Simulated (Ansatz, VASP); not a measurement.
## Ti2Si3 in VASP and in Ansatz

Contents of INCAR:

```
PREC = Accurate
ENCUT = 520
EDIFF = 1E-6
ISMEAR = 0
SIGMA = 0.1
LREAL = F
LASPH = T
NELM = 150
ALGO = Normal
ISIF = 2
LWAVE = F
LCHARG = T
ISPIN = 2
MAGMOM = 1 1 1 1 0 0 0 0 0 0
LORBIT = 11
LMAXMIX = 4
GGA = PE
LELF = T
LVHAR = T
NBANDS = 51
```

File KPOINTS:

```
Automatic mesh
0
Gamma
  4 4 4
```

Contents of POSCAR:

```
Ti2Si3
1.0
    5.8660014817      0.0000000000      0.0000000000
    0.0000000000      5.8660014817      0.0000000000
    0.0000000000      0.0000000000      5.8660014817
Ti Si
4 6
Direct
    0.2500000000      0.2500000000      0.2500000000
    0.2500000000      0.7500000000      0.7500000000
    0.7500000000      0.7500000000      0.2500000000
    0.7500000000      0.2500000000      0.7500000000
    0.0000000000      0.5000000000      0.5000000000
    0.0000000000      0.5000000000      0.0000000000
    0.5000000000      0.0000000000      0.5000000000
    0.0000000000      0.0000000000      0.5000000000
    0.5000000000      0.0000000000      0.0000000000
    0.5000000000      0.5000000000      0.0000000000
```

Input for Ansatz:

```yaml
crystal:
  lattice:
    - [5.8660014817, 0.0, 0.0]
    - [0.0, 5.8660014817, 0.0]
    - [0.0, 0.0, 5.8660014817]
  atoms:
    - { symbol: Ti, position: [0.25, 0.25, 0.25], spin: 1.0 }
    - { symbol: Ti, position: [0.25, 0.75, 0.75], spin: 1.0 }
    - { symbol: Ti, position: [0.75, 0.75, 0.25], spin: 1.0 }
    - { symbol: Ti, position: [0.75, 0.25, 0.75], spin: 1.0 }
    - { symbol: Si, position: [0.0, 0.5, 0.5] }
    - { symbol: Si, position: [0.0, 0.5, 0.0] }
    - { symbol: Si, position: [0.5, 0.0, 0.5] }
    - { symbol: Si, position: [0.0, 0.0, 0.5] }
    - { symbol: Si, position: [0.5, 0.0, 0.0] }
    - { symbol: Si, position: [0.5, 0.5, 0.0] }
basis:
  ecutwfc: 420
kpoints:
  mp_grid: { grid: [4, 4, 4] }
hamiltonian:
  xc: pbe
scf:
  occupations: { method: gaussian, width: 0.1 }
  lower_state_search: "off"
output:
  forces: true
  stress: true
  eigenvalues: true
  populations: true
magnetization:
  spin_polarized: true
```

Change from the starting cell: species swapped into the Zn3As2 type (Pn-3m, No. 224).

Alike in both runs: task single point; functional PBE; k mesh 4 × 4 × 4; occupations gaussian, width 0.1 eV; collinear spin.

|  | VASP | Ansatz |
| --- | --- | --- |
| version | VASP 6.6.1 | Ansatz 0.2.0 |
| potentials or method | VASP PAW PBE potentials, release 64 (Ti_sv, Si), cutoff 520 eV | scalar-relativistic, plane waves, PAW |
| valence electrons in the cell | 72 | 72 |

```tsv
	VASP	Ansatz	Ansatz less VASP
gap on the k mesh at the Fermi level (eV)	none	none	-
pressure (GPa)	0.0	0.0	+0.05
net moment per atom (μB)	0.00	0.00	0.000
```

A gap of «none» marks a metal or a gap that the smearing closes. Ansatz's warnings: seeded moment not kept.
